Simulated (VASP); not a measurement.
# Ge (Im-3m) in VASP: single point with PBE

Aim: the single point of Ge with PBE.

Program: VASP 6.6.1. These are calculated values, not measurements. Logs are shortened: lines on timing, memory, paths and dates and some standing lists are left out, and cuts for length are marked.

## (1) The cell of the first run

It takes space group Im-3m (No. 229, cubic). The conventional cell has a = 3.367 Å, b = 3.367 Å, c = 3.367 Å, α = 90.00°, β = 90.00°, γ = 90.00°. Within 3.8 Å of Ge (site symmetry m-3m) lie 14 Ge at 2.92 to 3.37 Å.

## (2) Single point, PBE

INCAR

```
  PREC = Accurate
  ENCUT = 520
  EDIFF = 1E-7
  ISMEAR = -1
  SIGMA = 0.05
  LREAL = False
  LASPH = True
  NELM = 60
  ALGO = Normal
  ISIF = 2
  LWAVE = False
  LCHARG = False
  GGA = PE
  NBANDS = 13
```

KPOINTS

```
Automatic mesh
0
Gamma
  17 17 17
```

POSCAR

```
Ge
1.0
   -1.6837060282      1.6837060282      1.6837060282
    1.6837060282     -1.6837060282      1.6837060282
    1.6837060282      1.6837060282     -1.6837060282
Ge
1
Direct
    0.0000000000      0.0000000000      0.0000000000
```

Potentials or basis: VASP PAW PBE potentials, release 64 (Ge_d).

On the command line:

```console
cat potpaw_PBE.64/Ge_d/POTCAR > POTCAR
mpirun -np 1 vasp_std > vasp.out
```

OUTCAR:

```text
PREC = Accurate
   ENCUT = 520
   EDIFF = 1E-7
   ISMEAR = -1
   LREAL = False
   LASPH = True
   NELM = 60
   ISIF = 2
   GGA = PE

 ion  position               nearest neighbor table
   1  0.000  0.000  0.000-

  LATTYP: Found a body centered cubic cell.
 ALAT       =     3.3674120564

  Lattice vectors:

 A1 = (  -1.6837060282,   1.6837060282,   1.6837060282)
 A2 = (   1.6837060282,  -1.6837060282,   1.6837060282)
 A3 = (   1.6837060282,   1.6837060282,  -1.6837060282)

Analysis of symmetry for initial positions (statically):
=====================================================================
 Subroutine PRICEL returns:
 Original cell was already a primitive cell.

 Routine SETGRP: Setting up the symmetry group for a
 body centered cubic supercell.

 Subroutine GETGRP returns: Found 48 space group operations
 (whereof 48 operations were pure point group operations)
 out of a pool of 48 trial point group operations.

The static configuration has the point symmetry O_h .

Analysis of symmetry for dynamics (positions and initial velocities):
=====================================================================
 Subroutine PRICEL returns:
 Original cell was already a primitive cell.

 Routine SETGRP: Setting up the symmetry group for a
 body centered cubic supercell.

 Subroutine GETGRP returns: Found 48 space group operations
 (whereof 48 operations were pure point group operations)
 out of a pool of 48 trial point group operations.

The dynamic configuration has the point symmetry O_h .

 Subroutine INISYM returns: Found 48 space group operations
 (whereof 48 operations are pure point group operations),
 and found     1 'primitive' translations

----------------------------------------------------------------------------------------

                                     Primitive cell

  volume of cell :      19.0923

  direct lattice vectors                    reciprocal lattice vectors
    -1.683706028  1.683706028  1.683706028     0.000000000  0.296963954  0.296963954
     1.683706028 -1.683706028  1.683706028     0.296963954  0.000000000  0.296963954
     1.683706028  1.683706028 -1.683706028     0.296963954  0.296963954  0.000000000

  length of vectors
     2.916264386  2.916264386  2.916264386     0.419970452  0.419970452  0.419970452

  position of ions in fractional coordinates (direct lattice)
     0.000000000  0.000000000  0.000000000

  ion indices of the primitive-cell ions
   primitive index   ion index
                 1           1

----------------------------------------------------------------------------------------

 KPOINTS: Automatic mesh

Automatic generation of k-mesh.
 Grid dimensions read from file:
 generate k-points for:   17   17   17

 Generating k-lattice:

  Cartesian coordinates                     Fractional coordinates (reciprocal lattice)
     0.000000000  0.017468468  0.017468468     0.058823529  0.000000000  0.000000000
     0.017468468  0.000000000  0.017468468     0.000000000  0.058823529  0.000000000
     0.017468468  0.017468468  0.000000000     0.000000000  0.000000000  0.058823529

  Length of vectors
     0.024704144  0.024704144  0.024704144

  Shift w.r.t. Gamma in fractional coordinates (k-lattice)
     0.000000000  0.000000000  0.000000000

 Subroutine IBZKPT returns following result:
 ===========================================

 Found    165 irreducible k-points:

 Following reciprocal coordinates:
            Coordinates               Weight
  0.000000  0.000000  0.000000      1.000000
  0.058824  0.000000  0.000000     12.000000
  0.117647  0.000000  0.000000     12.000000
  0.176471  0.000000  0.000000     12.000000
  0.235294  0.000000  0.000000     12.000000
  0.294118  0.000000  0.000000     12.000000
[... 16 lines left out ...]
  0.411765  0.117647  0.000000     48.000000
  0.176471  0.176471  0.000000     24.000000
 [... further k-points ...]
   k-points           NKPTS =    165   k-points in BZ     NKDIM =    165   number of bands    NBANDS=     13
   number of dos      NEDOS =    301   number of ions     NIONS =      1
   total plane-waves  NPLWV =  13824
   dimension x,y,z NGX =    24 NGY =   24 NGZ =   24
   dimension x,y,z NGXF=    48 NGYF=   48 NGZF=   48
   ions per type =               1
   NGX,Y,Z   is equivalent  to a cutoff of  13.68, 13.68, 13.68 a.u.
   NGXF,Y,Z  is equivalent  to a cutoff of  27.36, 27.36, 27.36 a.u.
 SYSTEM =  unknown system
   PREC   = accura    normal or accurate (medium, high low for compatibility)
   ISTART =      0    job   : 0-new  1-cont  2-samecut
   ICHARG =      2    charge: 1-file 2-atom 10-const
   ISPIN  =      1    spin polarized calculation?
   LNONCOLLINEAR =      F non collinear calculations
   LSORBIT =      F    spin-orbit coupling
   LASPH  =      T    aspherical Exc in radial PAW
   ENCUT  =  520.0 eV  38.22 Ry    6.18 a.u.   5.42  5.42  5.42*2*pi/ulx,y,z
   NELM   =     60;   NELMIN=  2; NELMDL= -5     # of ELM steps
   EDIFF  = 0.1E-06   stopping-criterion for ELM
   LREAL  =      F    real-space projection
   EDIFFG = 0.1E-05   stopping-criterion for IOM
   NSW    =      0    number of steps for IOM
   IBRION =     -1    ionic relax: 0-MD 1-quasi-New 2-CG
   NFREE  =      0    steps in history (QN), initial steepest desc. (CG)
   ISIF   =      2    stress and relaxation
   ISYM   =      2    0-nonsym 1-usesym 2-fastsym
   POTIM  = 0.5000    time-step for ionic-motion
   TEBEG  =    0.0;   TEEND  =   0.0 temperature during run
   PSTRESS=    0.0 pullay stress
   NELECT =      14.0000    total number of electrons
   NUPDOWN=      -1.0000    fix difference up-down
   EMIN   =  10.00;   EMAX   =-10.00  energy-range for DOS
   EFERMI =   0.00;   METHOD = LEGACY
   ISMEAR =    -1;   SIGMA  =   0.05  broadening in eV -4-tet -1-fermi 0-gaus
   EFERMI_NEDOS =   21; number of points for ismear=-14 and -15
   IALGO  =     38    algorithm
   IMIX   =      4    mixing-type and parameters
     AMIX     =   0.40;   BMIX     =  1.00
     AMIX_MAG =   1.60;   BMIX_MAG =  1.00
  volume/ion in A,a.u.               =      19.09       128.84
  Fermi-wavevector in a.u.,A,eV,Ry     =   1.476266  2.789738 29.652005  2.179361
  Thomas-Fermi vector in A             =   2.590814
   LORBIT       =      0    0 simple, 1 ext, 2 COOP (PROOUT), +10 PAW based schemes
   GGA     = PE    functional components
   LHFCALC =     F    Hartree Fock is set to
   AEXX    =    0.0000 exact exchange contribution
   IVDW    =     0    specifies the selected vdW correction
   LEPSILON=     F    determine dielectric tensor
   LRPA    =     F    only Hartree local field effects (RPA)
 non-spin polarized calculation
  energy-cutoff  :      520.00
  volume of cell :       19.09
 maximum number of plane-waves:       533
 NGX is ok and might be reduce to    24
   NGX = 11   NGY = 11   NGZ = 11

 number of electron      13.9999998 magnetization

 Free energy of the ion-electron system (eV)
  ---------------------------------------------------
  ext. energy  EPLUGINS =         0.00000000
  ---------------------------------------------------
  free energy    TOTEN  =        -4.18187458 eV

  energy without entropy =       -4.17856292  energy(sigma->0) =       -4.18021875

 E-fermi :   6.6593     XC(G=0): -11.2438

 val. band max:        6.6314993079   @ k =  -0.4118   0.4118   0.4118
 cond. band min:       6.6777955955   @ k =   0.2353   0.2353   0.1765
 fundamental gap:      0.0462962875
 Fermi energy:         6.6592571831

 k-point     1 :       0.0000    0.0000    0.0000
  band No.  band energies     occupation
      1     -18.1054      2.00000
      2     -18.1054      2.00000
      3     -18.1054      2.00000
      4     -18.0223      2.00000
      5     -18.0223      2.00000
      6      -6.4048      2.00000
      7      15.6921      0.00000
      8      15.6921      0.00000
      9      15.6921      0.00000
     10      21.5124      0.00000
     11      21.5124      0.00000
     12      21.5124      0.00000
     13      23.5509      0.00000

 k-point     2 :       0.0588    0.0000    0.0000
  band No.  band energies     occupation
      1     -18.1064      2.00000
      2     -18.1041      2.00000
      3     -18.1010      2.00000
      4     -18.0234      2.00000
      5     -18.0224      2.00000
      6      -6.3143      2.00000
      7      14.9651      0.00000
      8      15.3478      0.00000
      9      15.6035      0.00000
     10      20.8356      0.00000
     11      20.9188      0.00000
     12      22.0255      0.00000
     13      22.7135      0.00000

 k-point     3 :       0.1176    0.0000    0.0000
  band No.  band energies     occupation
      1     -18.1092      2.00000
      2     -18.1005      2.00000
      3     -18.0883      2.00000
      4     -18.0263      2.00000
      5     -18.0227      2.00000
      6      -6.0427      2.00000
      7      13.2392      0.00000
      8      14.5634      0.00000
      9      15.3481      0.00000
     10      19.6977      0.00000
     11      19.7831      0.00000
     12      22.2890      0.00000
     13      22.9447      0.00000
[... 305 lines left out ...]
 k-point    23 :       0.4118    0.1176    0.0000
  band No.  band energies     occupation
      1     -18.1267      2.00000
      2     -18.0918      2.00000
      3     -18.0287      2.00000
      4     -18.0275      2.00000
      5     -17.9808      2.00000
      6      -0.7823      2.00000
      7       1.9558      2.00000
      8       9.1019      0.00000
      9      12.2146      0.00000
     10      16.9360      0.00000
     11      19.3128      0.00000
     12      24.3080      0.00000
     13      26.0565      0.00000

 k-point    24 :       0.1765    0.1765    0.0000
  band No.  band energies     occupation
      1     -18.1143      2.00000
      2     -18.0911      2.00000
      3     -18.0366      2.00000
      4     -18.0289      2.00000
      5     -18.0194      2.00000
      6      -3.9716      2.00000
      7       7.6721      0.00000
      8       9.5802      0.00000
      9      13.0120      0.00000
     10      18.4636      0.00000
     11      19.5180      0.00000
     12      23.0890      0.00000
     13      24.7711      0.00000

 [... further k-points ...]

------------------------ aborting loop because EDIFF is reached ----------------------------------------

  FORCE on cell =-STRESS in cart. coord.  units (eV):
  Direction    XX          YY          ZZ          XY          YZ          ZX
  --------------------------------------------------------------------------------------
  -------------------------------------------------------------------------------------
  Total        0.0229500      0.0229500      0.0229500     -0.0000000      0.0000000      0.0000000
  in kB        1.9259029      1.9259029      1.9259029     -0.0000000      0.0000000      0.0000000
  external PRESSURE =       1.9259029 kB  Pullay stress =       0.0000000 kB

 VOLUME and BASIS-vectors are now :
 -----------------------------------------------------------------------------
  energy-cutoff  :      520.00
  volume of cell :       19.09
      direct lattice vectors                 reciprocal lattice vectors
    -1.683706028  1.683706028  1.683706028     0.000000000  0.296963954  0.296963954
     1.683706028 -1.683706028  1.683706028     0.296963954  0.000000000  0.296963954
     1.683706028  1.683706028 -1.683706028     0.296963954  0.296963954  0.000000000

 POSITION                                       TOTAL-FORCE (eV/Angst)
 -----------------------------------------------------------------------------------
      0.00000      0.00000      0.00000         0.000000      0.000000     -0.000000
 -----------------------------------------------------------------------------------
    total drift:                                0.000000      0.000000      0.000000

  FREE ENERGIE OF THE ION-ELECTRON SYSTEM (eV)
  ---------------------------------------------------
  free  energy   TOTEN  =        -4.1818745794 eV

  energy  without entropy=       -4.1785629201  energy(sigma->0) =       -4.18021875
```

Run time: 36 s. Hardware: 1 thread of Intel Xeon Platinum 8259CL at 2.50GHz (Skylake/Cascade Lake), shared host; peak memory 0.16 GiB.

Results:

* Free energy: -4.1819 eV
* Pressure: 0.2 GPa
* Band gap on the k mesh: zero (band 7 reaches 15.69 eV, above the bottom of band 8 at 3.72 eV)

Levels at points of the mesh, in eV from the Fermi level:
```
           k point  band 4  band 5  band 6  band 7  band 8  band 9  band 10  band 11
(0.00, 0.00, 0.00)  -24.68  -24.68  -13.06    9.03    9.03    9.03    14.85    14.85
```
